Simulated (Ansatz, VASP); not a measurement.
## Na in VASP and in Ansatz

```
Na
1.0
    -2.14926    2.14926    2.05397
     2.14926   -2.14926    2.05397
     2.14926    2.14926   -2.05397
Na
1
Direct
  0.00000 0.00000 0.00000
```

Change from the starting cell: strain +0.015 along x and y, -0.030 along z, atoms carried along.

Alike in both runs: task single point; functional PBEsol; k mesh 16 × 16 × 16; occupations gaussian, width 0.15 eV; no spin polarisation.

|  | VASP | Ansatz |
| --- | --- | --- |
| version | VASP 6.6.1 | Ansatz 0.2.0 |
| potentials or method | VASP PAW PBE potentials, release 64 (Na_pv), cutoff 520 eV | scalar-relativistic, plane waves, PAW |
| valence electrons in the cell | 7 | 9 |

VASP gave:

| Quantity | Value |
| --- | --- |
| gap on the k mesh at the Fermi level (eV) | none |
| pressure (GPa) | -0.3 |
| traceless stress, the component that is largest in VASP (GPa) | 0.07 |

**Question.** What did Ansatz give for the same quantities?

**Answer.** gap on the k mesh at the Fermi level (eV): none; pressure (GPa): -0.3; traceless stress, the component that is largest in VASP (GPa): 0.06.

VASP's potentials were made for PBE, not for PBEsol. A gap of «none» marks a metal or a gap that the smearing closes. With one functional, cell and mesh, what is left measures potentials, basis and numerics. VASP's potentials hold 7 valence electrons a cell and Ansatz's 9, so a difference there can come from the potentials and not from the codes.
